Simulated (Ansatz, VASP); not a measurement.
**Cu3O2 in VASP and in Ansatz**

File INCAR:

```
SYSTEM = Cu3O2
ALGO = Normal ; EDIFF = 1E-6
ENCUT = 520 ; GGA = CA
ISIF = 2 ; ISMEAR = 0
LASPH = .True. ; LCHARG = .False.
LREAL = .False. ; LWAVE = .False.
NBANDS = 30 ; NELM = 80
PREC = Accurate ; SIGMA = 0.15
```

Contents of KPOINTS:

```
k-points
0
Gamma
  14 14 14
  0 0 0
```

POSCAR

```
Cu3O2
1.0
   -1.9159000000      1.9159000000      3.8755500000
    1.9159000000     -1.9159000000      3.8755500000
    1.9159000000      1.9159000000     -3.8755500000
Cu O
3 2
Direct
    0.2500000000      0.7500000000      0.5000000000
    0.7500000000      0.2500000000      0.5000000000
    0.0000000000      0.0000000000      0.0000000000
    0.0000000000      0.5000000000      0.5000000000
    0.5000000000      0.0000000000      0.5000000000
```

Input for Ansatz:

```yaml
crystal:
  lattice:
    - [-1.9159, 1.9159, 3.87555]
    - [1.9159, -1.9159, 3.87555]
    - [1.9159, 1.9159, -3.87555]
  atoms:
    - { symbol: Cu, position: [0.25, 0.75, 0.5] }
    - { symbol: Cu, position: [0.75, 0.25, 0.5] }
    - { symbol: Cu, position: [0.0, 0.0, 0.0] }
    - { symbol: O, position: [0.0, 0.5, 0.5] }
    - { symbol: O, position: [0.5, 0.0, 0.5] }
basis:
  ecutwfc: 520.0
kpoints:
  mp_grid: { grid: [14, 14, 14] }
hamiltonian:
  xc: lda
  pseudopotentials: { kind: paw, azcp: { folder: soft_1 } }
scf:
  occupations: { method: gaussian, width: 0.15 }
output:
  forces: true
  stress: true
  eigenvalues: true
```

Alike in both runs: task single point; functional LDA; k mesh 14 × 14 × 14; occupations gaussian, width 0.15 eV; no spin polarisation.

```csv
,VASP,Ansatz
version,VASP 6.6.1,Ansatz 0.2.0
potentials or method,"VASP PAW LDA potentials, release 64 (Cu, O), cutoff 520 eV","scalar-relativistic, plane waves, PAW"
valence electrons in the cell,45,69
```

```tsv
	VASP	Ansatz	Ansatz less VASP
gap on the k mesh at the Fermi level (eV)	none	none	-
pressure (GPa)	-10.1	-10.9	-0.87
traceless stress, the component that is largest in VASP (GPa)	-18.73	-18.95	-0.221
```

Ansatz warns that its potentials were made for another functional, while VASP's fit it. LDA's correlation is that of Perdew and Zunger in VASP and of Perdew and Wang (1992) in Ansatz. A gap of «none» marks a metal or a gap that the smearing closes. VASP's potentials hold 45 valence electrons a cell and Ansatz's 69, so a difference there can come from the potentials and not from the codes.
